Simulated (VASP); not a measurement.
# Si16SbH7 in VASP: a series of runs

Runs on Si16SbH7. Level: PBE+D3(BJ). Tasks: single point.

All numbers are computed with VASP 6.6.1; they aren't measurements. Logs are shortened: lines on timing, memory, paths and dates and some standing lists are left out, and cuts for length are marked.

**1. The cell of the first run**

The cell holds a slab with vacuum, 24 atoms: a = 7.679 Å, b = 7.679 Å, c = 18.869 Å, α = 90.00°, β = 90.00°, γ = 60.00°.

**2. Single point, PBE+D3(BJ)**

File INCAR:

```
SYSTEM = Si16SbH7
PREC = Accurate
ENCUT = 520
EDIFF = 1E-7
ISMEAR = 0
SIGMA = 0.05
LREAL = Auto
LASPH = .TRUE.
NELM = 80
ALGO = Normal
ISIF = 2
LWAVE = .FALSE.
LCHARG = .FALSE.
GGA = PE
IVDW = 12
NBANDS = 56
```

File KPOINTS:

```
Automatic mesh
0
G
  2 2 1
  0 0 0
```

File POSCAR:

```
Si16SbH7
1.0
    7.6791800000      0.0000000000      0.0000000000
    3.8395900000      6.6503650000      0.0000000000
    0.0000000000      0.0000000000     18.8687650000
H Si Sb
7 16 1
Direct
    0.1666667000      0.1666667000      0.0529976000
    0.6666667000      0.1666667000      0.0529976000
    0.1666667000      0.6666667000      0.0529976000
    0.6666667000      0.6666667000      0.0529976000
    0.4686901716     -0.0011632502      0.4167387015
   -0.0010299288      0.4688126682      0.4167753030
    0.5042290042      0.5025514318      0.4165164999
    0.1666667000      0.1666667000      0.1324941000
    0.6666667000      0.1666667000      0.1324941000
    0.1666667000      0.6666667000      0.1324941000
    0.6666667000      0.6666667000      0.1324941000
   -0.1678143115      0.3344778809      0.1704899452
    0.3331787270      0.3332264184      0.1730524983
   -0.1666287565      0.8335759723      0.1751927939
    0.3342538067      0.8322751668      0.1704925426
   -0.1718197574      0.3385089548      0.2933381064
    0.3320656658      0.3318422221      0.2975640406
   -0.1673162932      0.8329476612      0.3025110048
    0.3388659215      0.8275407033      0.2933811095
    0.0091313272      0.0087892427      0.3313408120
    0.4936385561     -0.0007733969      0.3378985556
   -0.0005023184      0.4936472784      0.3379229352
    0.4989134324      0.4981540234      0.3370825273
   -0.0909821886      0.9082813228      0.4409581347
```

Potentials or basis: VASP PAW PBE potentials, release 64 (H, Si, Sb).

Command:

```bash
cat potpaw_PBE.64/H/POTCAR potpaw_PBE.64/Si/POTCAR potpaw_PBE.64/Sb/POTCAR > POTCAR
mpirun -np 1 vasp_std > vasp.out
```

OUTCAR:

```text
SYSTEM = Si16SbH7
   PREC = Accurate
   ENCUT = 520
   EDIFF = 1E-7
   ISMEAR = 0
   LREAL = Auto
   LASPH = .TRUE.
   NELM = 80
   ISIF = 2
   GGA = PE
   IVDW = 12
 IVDW          = 12

 ion  position               nearest neighbor table
   1  0.167  0.167  0.053-   8 1.50
   2  0.667  0.167  0.053-   9 1.50
   3  0.167  0.667  0.053-  10 1.50
   4  0.667  0.667  0.053-  11 1.50
   5  0.469  0.999  0.417-  21 1.50
   6  0.999  0.469  0.417-  22 1.50
   7  0.504  0.503  0.417-  23 1.50
   8  0.167  0.167  0.132-   1 1.50  15 2.34  12 2.34  13 2.34
   9  0.667  0.167  0.132-   2 1.50  12 2.33  13 2.35  14 2.36
  10  0.167  0.667  0.132-   3 1.50  15 2.33  13 2.35  14 2.36
  11  0.667  0.667  0.132-   4 1.50  12 2.32  15 2.32  14 2.36
  12  0.832  0.334  0.170-  16 2.32  11 2.32   9 2.33   8 2.34
  13  0.333  0.333  0.173-   8 2.34  10 2.35   9 2.35  17 2.35
  14  0.833  0.834  0.175-   9 2.36  10 2.36  11 2.36  18 2.40
  15  0.334  0.832  0.170-  19 2.32  11 2.32  10 2.33   8 2.34
  16  0.828  0.339  0.293-  20 2.31  12 2.32  22 2.33  23 2.34
  17  0.332  0.332  0.298-  23 2.34  22 2.34  21 2.34  13 2.35
  18  0.833  0.833  0.303-  21 2.35  22 2.35  14 2.40  20 2.41  24 2.80
  19  0.339  0.828  0.293-  20 2.31  15 2.32  21 2.33  23 2.34
  20  0.009  0.009  0.331-  19 2.31  16 2.31  18 2.41  24 2.46
  21  0.494  0.999  0.338-   5 1.50  19 2.33  17 2.34  18 2.35
  22  0.999  0.494  0.338-   6 1.50  16 2.33  17 2.34  18 2.35
  23  0.499  0.498  0.337-   7 1.50  17 2.34  16 2.34  19 2.34
  24  0.909  0.908  0.441-  20 2.46  18 2.80

  LATTYP: Found a hexagonal cell.
 ALAT       =     7.6791800344
 C/A-ratio  =     2.4571327818

  Lattice vectors:

 A1 = (  -3.8395900000,  -6.6503650000,   0.0000000000)
 A2 = (   7.6791800000,   0.0000000000,   0.0000000000)
 A3 = (   0.0000000000,   0.0000000000,  18.8687650000)

Analysis of symmetry for initial positions (statically):
=====================================================================
 Subroutine PRICEL returns:
 Original cell was already a primitive cell.

 Routine SETGRP: Setting up the symmetry group for a
 hexagonal supercell.

 Subroutine GETGRP returns: Found  1 space group operations
 (whereof  1 operations were pure point group operations)
 out of a pool of 24 trial point group operations.

The static configuration has the point symmetry C_1 .

Analysis of symmetry for dynamics (positions and initial velocities):
=====================================================================
 Subroutine PRICEL returns:
 Original cell was already a primitive cell.

 Routine SETGRP: Setting up the symmetry group for a
 hexagonal supercell.

 Subroutine GETGRP returns: Found  1 space group operations
 (whereof  1 operations were pure point group operations)
 out of a pool of 24 trial point group operations.

The dynamic configuration has the point symmetry C_1 .

 Subroutine INISYM returns: Found  1 space group operations
 (whereof  1 operations are pure point group operations),
 and found     1 'primitive' translations

----------------------------------------------------------------------------------------

                                     Primitive cell

  volume of cell :     963.6156

  direct lattice vectors                    reciprocal lattice vectors
     7.679180000  0.000000000  0.000000000     0.130222237 -0.075183843  0.000000000
     3.839590000  6.650365000  0.000000000     0.000000000  0.150367687  0.000000000
     0.000000000  0.000000000 18.868765000     0.000000000  0.000000000  0.052997639

  length of vectors
     7.679180000  7.679180034 18.868765000     0.150367687  0.150367687  0.052997639

  position of ions in fractional coordinates (direct lattice)
     0.166666700  0.166666700  0.052997600
     0.666666700  0.166666700  0.052997600
     0.166666700  0.666666700  0.052997600
     0.666666700  0.666666700  0.052997600
     0.468690172  0.998836750  0.416738702
     0.998970071  0.468812668  0.416775303
[... 16 lines left out ...]
     0.498913432  0.498154023  0.337082527
     0.909017811  0.908281323  0.440958135

  ion indices of the primitive-cell ions
   primitive index   ion index
                 1           1
                 2           2
                 3           3
                 4           4
                 5           5
                 6           6
[... 16 lines left out ...]
                23          23
                24          24

----------------------------------------------------------------------------------------

 KPOINTS: Automatic mesh

Automatic generation of k-mesh.
 Grid dimensions read from file:
 generate k-points for:    2    2    1

 Generating k-lattice:

  Cartesian coordinates                     Fractional coordinates (reciprocal lattice)
     0.065111119 -0.037591922  0.000000000     0.500000000  0.000000000  0.000000000
     0.000000000  0.075183843  0.000000000     0.000000000  0.500000000  0.000000000
     0.000000000  0.000000000  0.052997639     0.000000000  0.000000000  1.000000000

  Length of vectors
     0.075183844  0.075183843  0.052997639

  Shift w.r.t. Gamma in fractional coordinates (k-lattice)
     0.000000000  0.000000000  0.000000000

 Subroutine IBZKPT returns following result:
 ===========================================

 Found      4 irreducible k-points:

 Following reciprocal coordinates:
            Coordinates               Weight
  0.000000  0.000000  0.000000      1.000000
  0.500000 -0.000000  0.000000      1.000000
  0.500000  0.500000  0.000000      1.000000
  0.000000  0.500000  0.000000      1.000000
   k-points           NKPTS =      4   k-points in BZ     NKDIM =      4   number of bands    NBANDS=     56
   number of dos      NEDOS =    301   number of ions     NIONS =     24
   total plane-waves  NPLWV = 504000
   dimension x,y,z NGX =    60 NGY =   60 NGZ =  140
   dimension x,y,z NGXF=   120 NGYF=  120 NGZF=  280
   ions per type =               7  16   1
   NGX,Y,Z   is equivalent  to a cutoff of  12.99, 12.99, 12.33 a.u.
   NGXF,Y,Z  is equivalent  to a cutoff of  25.98, 25.98, 24.67 a.u.
 SYSTEM =  Si16SbH7
   PREC   = accura    normal or accurate (medium, high low for compatibility)
   ISTART =      0    job   : 0-new  1-cont  2-samecut
   ICHARG =      2    charge: 1-file 2-atom 10-const
   ISPIN  =      1    spin polarized calculation?
   LNONCOLLINEAR =      F non collinear calculations
   LSORBIT =      F    spin-orbit coupling
   LASPH  =      T    aspherical Exc in radial PAW
   ENCUT  =  520.0 eV  38.22 Ry    6.18 a.u.  14.28 14.28 35.08*2*pi/ulx,y,z
   NELM   =     80;   NELMIN=  2; NELMDL= -5     # of ELM steps
   EDIFF  = 0.1E-06   stopping-criterion for ELM
   LREAL  =      T    real-space projection
   EDIFFG = 0.1E-05   stopping-criterion for IOM
   NSW    =      0    number of steps for IOM
   IBRION =     -1    ionic relax: 0-MD 1-quasi-New 2-CG
   NFREE  =      0    steps in history (QN), initial steepest desc. (CG)
   ISIF   =      2    stress and relaxation
   ISYM   =      2    0-nonsym 1-usesym 2-fastsym
   POTIM  = 0.5000    time-step for ionic-motion
   TEBEG  =    0.0;   TEEND  =   0.0 temperature during run
   PSTRESS=    0.0 pullay stress
   NELECT =      76.0000    total number of electrons
   NUPDOWN=      -1.0000    fix difference up-down
   EMIN   =  10.00;   EMAX   =-10.00  energy-range for DOS
   EFERMI =   0.00;   METHOD = LEGACY
   ISMEAR =     0;   SIGMA  =   0.05  broadening in eV -4-tet -1-fermi 0-gaus
   EFERMI_NEDOS =   21; number of points for ismear=-14 and -15
   IALGO  =     38    algorithm
   IMIX   =      4    mixing-type and parameters
     AMIX     =   0.40;   BMIX     =  1.00
     AMIX_MAG =   1.60;   BMIX_MAG =  1.00
  volume/ion in A,a.u.               =      40.15       270.95
  Fermi-wavevector in a.u.,A,eV,Ry     =   0.702066  1.326713  6.706271  0.492897
  Thomas-Fermi vector in A             =   1.786664
   LORBIT       =      0    0 simple, 1 ext, 2 COOP (PROOUT), +10 PAW based schemes
   GGA     = PE    functional components
   LHFCALC =     F    Hartree Fock is set to
   AEXX    =    0.0000 exact exchange contribution
   IVDW    =    12    specifies the selected vdW correction
   LEPSILON=     F    determine dielectric tensor
   LRPA    =     F    only Hartree local field effects (RPA)
 non-spin polarized calculation
 Gauss-broadening in eV      SIGMA  =   0.05
  energy-cutoff  :      520.00
  volume of cell :      963.62
 maximum number of plane-waves:     25966
 NGX is ok and might be reduce to    60
   NGX = 29   NGY = 29   NGZ = 71

 number of electron      76.0000005 magnetization

 Free energy of the ion-electron system (eV)
  ---------------------------------------------------
  ext. energy  EPLUGINS =         0.00000000
  ---------------------------------------------------
  free energy    TOTEN  =      -110.93647418 eV

  energy without entropy =     -110.93272451  energy(sigma->0) =     -110.93459935

 E-fermi :  -0.5116     XC(G=0):  -4.4488

 val. band max:       -0.5691183967   @ k =   0.0000   0.0000   0.0000
 cond. band min:      -0.4540165091   @ k =   0.5000   0.5000   0.0000
 fundamental gap:      0.1151018876
 Fermi energy:        -0.5115674521

 k-point     1 :       0.0000    0.0000    0.0000
  band No.  band energies     occupation
      1     -12.3475      2.00000
      2     -11.3723      2.00000
      3     -10.3825      2.00000
      4     -10.0866      2.00000
      5     -10.0532      2.00000
      6      -9.6444      2.00000
[... 42 lines left out ...]
     49       1.8616      0.00000
     50       1.9783      0.00000

 k-point     2 :       0.5000   -0.0000    0.0000
  band No.  band energies     occupation
      1     -11.7768      2.00000
      2     -11.5487      2.00000
      3     -10.8827      2.00000
      4     -10.4627      2.00000
      5     -10.3008      2.00000
      6     -10.2439      2.00000
[... 42 lines left out ...]
     49       2.9045      0.00000
     50       2.9709      0.00000

 k-point     3 :       0.5000    0.5000    0.0000
  band No.  band energies     occupation
      1     -11.7428      2.00000
      2     -11.5673      2.00000
      3     -10.8966      2.00000
      4     -10.4704      2.00000
      5     -10.2981      2.00000
      6     -10.2751      2.00000
[... 42 lines left out ...]
     49       2.8254      0.00000
     50       2.9903      0.00000

 k-point     4 :       0.0000    0.5000    0.0000
  band No.  band energies     occupation
      1     -11.7770      2.00000
      2     -11.5486      2.00000
      3     -10.8823      2.00000
      4     -10.4621      2.00000
      5     -10.3005      2.00000
      6     -10.2447      2.00000
[... 42 lines left out ...]
     49       2.9041      0.00000
     50       2.9682      0.00000
 [bands above 50 left out]

------------------------ aborting loop because EDIFF is reached ----------------------------------------

 Edisp (eV)   -4.23709

 E8    (eV) :    -1.7832

  FORCE on cell =-STRESS in cart. coord.  units (eV):
  Direction    XX          YY          ZZ          XY          YZ          ZX
  --------------------------------------------------------------------------------------
  -------------------------------------------------------------------------------------
  Total       4.91533     3.68801     0.21008     1.08291    -0.00635    -0.05384
  in kB       8.17258     6.13195     0.34929     1.80053    -0.01055    -0.08951
  external pressure =        4.88 kB  Pullay stress =        0.00 kB

 VOLUME and BASIS-vectors are now :
 -----------------------------------------------------------------------------
  energy-cutoff  :      520.00
  volume of cell :      963.62
      direct lattice vectors                 reciprocal lattice vectors
     7.679180000  0.000000000  0.000000000     0.130222237 -0.075183843  0.000000000
     3.839590000  6.650365000  0.000000000     0.000000000  0.150367687  0.000000000
     0.000000000  0.000000000 18.868765000     0.000000000  0.000000000  0.052997639

 POSITION                                       TOTAL-FORCE (eV/Angst)
 -----------------------------------------------------------------------------------
      1.91980      1.10839      1.00000         0.026345      0.013657     -0.056569
      5.75939      1.10839      1.00000        -0.036561     -0.101169     -0.034892
      3.83959      4.43358      1.00000        -0.106277      0.018438     -0.034968
      7.67918      4.43358      1.00000         0.122178      0.069768     -0.087837
      7.43428      6.64263      7.86334         0.011923      0.002181     -0.003787
      9.47132      3.11778      7.86404         0.006839      0.007106     -0.007262
[... 16 lines left out ...]
      5.74395      3.31291      6.36033         0.004470      0.003522      0.004884
     10.46794      6.04040      8.32034        -0.039700     -0.018839      0.060442
 -----------------------------------------------------------------------------------
    total drift:                               -0.001962     -0.000021      0.003108

  FREE ENERGIE OF THE ION-ELECTRON SYSTEM (eV)
  ---------------------------------------------------
  free  energy   TOTEN  =      -115.1735666996 eV

  energy  without entropy=     -115.1698170344  energy(sigma->0) =     -115.17169187
```

Wall time 5.1 min (1 thread of Intel Xeon 6975P-C (Granite Rapids), shared host); peak memory 0.98 GiB.

Results:

```
Free energy                : -115.1736 eV
Largest force              : 0.169 eV/Å
Band gap on the k mesh     : zero (bands 38 and 39 overlap by 0.12 eV)
Dispersion energy per atom : -0.177 eV
```

Forces in eV/Å, atoms in the order of the input:
```
H    0.026  0.014 -0.057
H   -0.037 -0.101 -0.035
H   -0.106  0.018 -0.035
H    0.122  0.070 -0.088
H    0.012  0.002 -0.004
H    0.007  0.007 -0.007
H   -0.006  0.002 -0.009
Si   0.031  0.025 -0.004
Si  -0.054  0.013  0.159
Si  -0.031 -0.047  0.159
Si   0.027  0.030 -0.094
Si   0.003 -0.014  0.005
Si   0.003 -0.002  0.002
Si   0.003 -0.010 -0.003
Si   0.011 -0.006  0.011
Si   0.004  0.002  0.002
Si   0.005  0.003 -0.010
Si   0.009 -0.012 -0.006
Si   0.003  0.006 -0.004
Si   0.027  0.014 -0.053
Si  -0.011 -0.002  0.004
Si  -0.012  0.004  0.001
Si   0.004  0.004  0.005
Sb  -0.040 -0.019  0.060
```

Levels at points of the mesh, in eV from the Fermi level:
| k point | band 36 | band 37 | band 38 | band 39 | band 40 | band 41 |
| --- | --- | --- | --- | --- | --- | --- |
| (0.00, 0.00, 0.00) | -0.50 | -0.49 | -0.27 | -0.06 | 0.93 | 1.03 |
| (0.50, 0.00, 0.00) | -1.24 | -1.12 | -0.21 | 0.40 | 1.42 | 1.55 |
| (0.50, 0.50, 0.00) | -1.32 | -1.27 | 0.06 | 0.40 | 1.43 | 1.52 |
| (0.00, 0.50, 0.00) | -1.24 | -1.12 | -0.21 | 0.40 | 1.42 | 1.55 |

Caveat: the k points lie up to 0.47 Å⁻¹ apart; spin-orbit coupling is left out, which moves the levels of the heavy elements.

**3. Single point, PBE+D3(BJ)**

File INCAR:

```
SYSTEM = Si16SbH7
ALGO = Normal
EDIFF = 1E-6
ENCUT = 520
GGA = PE
ISIF = 2
ISMEAR = 0
IVDW = 12
LASPH = .TRUE.
LCHARG = .FALSE.
LREAL = Auto
LWAVE = .FALSE.
NBANDS = 56
NELM = 60
PREC = Accurate
SIGMA = 0.05
```

File KPOINTS:

```
k-points
0
G
  2 2 1
  0 0 0
```

File POSCAR:

```
Si16SbH7
1.0
    7.6791800000      0.0000000000      0.0000000000
    3.8395900000      6.6503650000      0.0000000000
    0.0000000000      0.0000000000     18.8687650000
H Si Sb
7 16 1
Direct
    0.1666666792      0.1666666416      0.0529975862
    0.6666666792      0.1666666416      0.0529975862
    0.1666666416      0.6666667168      0.0529975862
    0.6666666416      0.6666667168      0.0529975862
    0.4686901963     -0.0011632444      0.4167387214
   -0.0010299569      0.4688126140      0.4167752897
    0.5042290726      0.5025513637      0.4165165023
    0.1666666792      0.1666666416      0.1324940981
    0.6666666792      0.1666666416      0.1324940981
    0.1666666416      0.6666667168      0.1324940981
    0.6666666416      0.6666667168      0.1324940981
   -0.1678142629      0.3344778820      0.1704899605
    0.3331787190      0.3332263718      0.1730525024
   -0.1666286889      0.8335759015      0.1751928120
    0.3342538376      0.8322752210      0.1704925574
   -0.1718197173      0.3385089390      0.2933381173
    0.3320656456      0.3318422372      0.2975640430
   -0.1673162403      0.8329476653      0.3025110016
    0.3388658470      0.8275407440      0.2933810983
    0.0091312773      0.0087892920      0.3313408164
    0.4936385542     -0.0007733410      0.3378985853
   -0.0005023186      0.4936473412      0.3379229642
    0.4989134049      0.4981540111      0.3370825277
   -0.0909822012      0.9082812748      0.4409581125
```

Potentials or basis: VASP PAW PBE potentials, release 64 (H, Si, Sb).

Command:

```bash
cat potpaw_PBE.64/H/POTCAR potpaw_PBE.64/Si/POTCAR potpaw_PBE.64/Sb/POTCAR > POTCAR
mpirun -np 1 vasp_std > vasp.out
```

Wall time 4.8 min (1 thread of Intel Xeon 6975P-C (Granite Rapids), shared host); peak memory 0.98 GiB.

Results (log left out):

```
Free energy                : -115.1736 eV
Largest force              : 0.169 eV/Å
Band gap on the k mesh     : zero (bands 38 and 39 overlap by 0.12 eV)
Dispersion energy per atom : -0.177 eV
```

Forces in eV/Å, atoms in the order of the input:
```
H    0.026  0.014 -0.057
H   -0.037 -0.101 -0.035
H   -0.106  0.018 -0.035
H    0.122  0.070 -0.088
H    0.012  0.002 -0.004
H    0.007  0.007 -0.007
H   -0.006  0.002 -0.009
Si   0.031  0.025 -0.004
Si  -0.054  0.013  0.159
Si  -0.031 -0.047  0.159
Si   0.027  0.030 -0.094
Si   0.003 -0.014  0.005
Si   0.003 -0.002  0.002
Si   0.003 -0.010 -0.003
Si   0.011 -0.006  0.011
Si   0.004  0.002  0.002
Si   0.005  0.003 -0.010
Si   0.009 -0.012 -0.006
Si   0.003  0.006 -0.004
Si   0.027  0.014 -0.053
Si  -0.011 -0.002  0.004
Si  -0.012  0.004  0.001
Si   0.004  0.004  0.005
Sb  -0.040 -0.019  0.060
```

Levels at points of the mesh, in eV from the Fermi level:
| k point | band 35 | band 36 | band 37 | band 38 | band 39 | band 40 | band 41 | band 42 |
| --- | --- | --- | --- | --- | --- | --- | --- | --- |
| (0.00, 0.00, 0.00) | -1.07 | -0.50 | -0.49 | -0.27 | -0.06 | 0.93 | 1.03 | 1.08 |
| (0.50, 0.00, 0.00) | -1.50 | -1.24 | -1.12 | -0.21 | 0.40 | 1.42 | 1.55 | 2.21 |
| (0.50, 0.50, 0.00) | -1.35 | -1.32 | -1.27 | 0.06 | 0.40 | 1.43 | 1.52 | 2.16 |
| (0.00, 0.50, 0.00) | -1.50 | -1.24 | -1.12 | -0.21 | 0.40 | 1.42 | 1.55 | 2.21 |

Caveat: the k points lie up to 0.47 Å⁻¹ apart; spin-orbit coupling is left out, which moves the levels of the heavy elements.

(Part 1 of 2 ends here.)
